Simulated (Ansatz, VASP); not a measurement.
## Two plane-wave programs on SnO2

The input INCAR:

```
SYSTEM = SnO2
PREC     = Accurate       ! precision mode
ENCUT    = 520            ! plane-wave cutoff, eV
EDIFF    = 1E-7           ! SCF threshold, eV
ISMEAR   = 0              ! smearing method
SIGMA    = 0.02           ! smearing width, eV
LREAL    = .False.        ! projectors in reciprocal space
LASPH    = .True.         ! aspherical terms in the spheres
NELM     = 60             ! most SCF steps
ALGO     = Normal         ! electronic algorithm
ISIF     = 2              ! what is computed and relaxed
LWAVE    = .False.        ! write WAVECAR
LCHARG   = .True.         ! write CHGCAR
GGA      = PE             ! functional
LELF     = .True.         ! ELF
LVHAR    = .True.       
NBANDS   = 20             ! bands
```

Contents of KPOINTS:

```
Automatic mesh
0
Gamma
  12 12 12
  0 0 0
```

File POSCAR:

```
SnO2
1.0
    1.6041886725      0.7771393433      4.8438493686
   -1.6041886725      0.7771393433      4.8438493686
    0.0000000000     -2.1303497967      4.9558848633
Sn O
1 2
Direct
    0.5033511367      0.5033511367      0.5010317964
    0.2371995158      0.2371995158      0.2368140621
    0.7594493475      0.7594493475      0.7621541414
```

Input for Ansatz:

```yaml
crystal:
  lattice:
    - [1.6041886725, 0.7771393433, 4.8438493686]
    - [-1.6041886725, 0.7771393433, 4.8438493686]
    - [0.0, -2.1303497967, 4.9558848633]
  atoms:
    - { symbol: Sn, position: [0.5033511367, 0.5033511367, 0.5010317964] }
    - { symbol: O, position: [0.2371995158, 0.2371995158, 0.2368140621] }
    - { symbol: O, position: [0.7594493475, 0.7594493475, 0.7621541414] }
basis:
  ecutwfc: 420
kpoints:
  mp_grid: { grid: [12, 12, 12] }
hamiltonian:
  xc: pbe
scf:
  occupations: { method: gaussian, width: 0.02 }
output:
  forces: true
  stress: true
  eigenvalues: true
```

Alike in both runs: task single point; functional PBE; k mesh 12 × 12 × 12; occupations gaussian, width 0.02 eV; no spin polarisation.

```csv
,VASP,Ansatz
version,VASP 6.6.1,Ansatz 0.2.0
potentials or method,"VASP PAW PBE potentials, release 64 (Sn_d, O), cutoff 520 eV","scalar-relativistic, plane waves, PAW"
valence electrons in the cell,26,26
```

Ansatz gave:

```
gap on the k mesh at the Fermi level (eV)                     : 1.58
least direct gap on the mesh (eV)                             : 1.76
pressure (GPa)                                                : -5.8
traceless stress, the component that is largest in VASP (GPa) : 4.57
rms of the force components (eV/Å)                            : 0.582
```

Which values does VASP return?

gap on the k mesh at the Fermi level (eV): 1.56; least direct gap on the mesh (eV): 1.74; pressure (GPa): -5.3; traceless stress, the component that is largest in VASP (GPa): 4.72; rms of the force components (eV/Å): 0.578.

Atom by atom the forces differ by 0.025 eV/Å (rms over components).
